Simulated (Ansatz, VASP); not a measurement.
## One calculation of SiO2, two programs

```
Si O
1.0
     6.79850    3.92512    5.04423
    -6.79850    3.92512    5.04423
     0.00000   -7.85023    5.04423
Si O
12 24
Direct
  0.33299 0.10221 0.87109
  0.10221 0.87109 0.33299
  0.87109 0.33299 0.10221
  0.12891 0.89779 0.66701
  0.89779 0.66701 0.12891
  0.66701 0.12891 0.89779
  0.66701 0.89779 0.12891
  0.89779 0.12891 0.66701
  0.12891 0.66701 0.89779
  0.87109 0.10221 0.33299
  0.10221 0.33299 0.87109
  0.33299 0.87109 0.10221
  0.26918 0.00000 0.73082
  0.00000 0.73082 0.26918
  0.73082 0.26918 0.00000
  0.73082 0.00000 0.26918
  0.00000 0.26918 0.73082
  0.26918 0.73082 0.00000
  0.68306 0.98294 0.98294
  0.98294 0.98294 0.68306
  0.98294 0.68306 0.98294
  0.01706 0.01706 0.31694
  0.01706 0.31694 0.01706
  0.31694 0.01706 0.01706
  0.24740 0.88596 0.24740
  0.24740 0.24740 0.88596
  0.88596 0.24740 0.24740
  0.11404 0.75260 0.75260
  0.75260 0.11404 0.75260
  0.75260 0.75260 0.11404
  0.50000 0.85070 0.14930
  0.14930 0.50000 0.85070
  0.85070 0.14930 0.50000
  0.50000 0.14930 0.85070
  0.85070 0.50000 0.14930
  0.14930 0.85070 0.50000
```

Change from the starting cell: z stretched by +2 %, ions relaxed.

Alike in both runs: functional PBE; k mesh 3 × 3 × 3; occupations fermi-dirac, width 0.02 eV; no spin polarisation.

Ansatz relaxed the structure, and its values are those at the end. VASP's run is a single point on that final structure, the one shown.

|  | VASP | Ansatz |
| --- | --- | --- |
| version | VASP 6.6.1 | Ansatz 0.2.0 |
| potentials or method | VASP PAW PBE potentials, release 64 (Si, O) | plane-wave PAW, scalar-relativistic |
| plane-wave cutoff (eV) | 520 | 420 |
| valence electrons in the cell | 192 | 192 |

|  | VASP | Ansatz | Ansatz less VASP |
| --- | --- | --- | --- |
| gap on the k mesh at the Fermi level (eV) | 5.74 | 5.74 | +0.002 |
| pressure (GPa) | 0.4 | 0.3 | -0.07 |
| rms of the force components (eV/Å) | 0.017 | 0.001 | -0.0163 |

Ansatz's warnings: stress scf threshold loose.
